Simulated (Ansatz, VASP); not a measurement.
# One calculation of InSb3, two programs

```
In Sb
1.0
     4.81386    0.00000    0.00000
     0.00000    4.81386    0.00000
     0.00000    0.00000    4.81386
In Sb
1 3
Cartesian
  0.0000 0.0000 0.0000
  2.4069 0.0000 2.4069
  0.0000 2.4069 2.4069
  2.4069 2.4069 0.0000
```

Alike in both runs: functional PBE; k mesh 10 × 10 × 10; occupations gaussian, width 0.1 eV; no spin polarisation.

Ansatz relaxed the structure, and its values are those at the end. VASP's run is a single point on that final structure, the one shown.

```csv
,VASP,Ansatz
version,VASP 6.6.1,Ansatz 0.2.0
potentials or method,"VASP PAW PBE potentials, release 64 (In_d, Sb), cutoff 520 eV","scalar-relativistic, plane waves, PAW"
valence electrons in the cell,28,58
```

```csv
,VASP,Ansatz,Ansatz less VASP
gap on the k mesh at the Fermi level (eV),none,none,-
pressure (GPa),-0.1,0.0,+0.09
```

A gap of «none» marks a metal or a gap that the smearing closes. VASP's potentials hold 28 valence electrons a cell and Ansatz's 58, so a difference there can come from the potentials and not from the codes.

Neither program's run includes spin-orbit coupling.
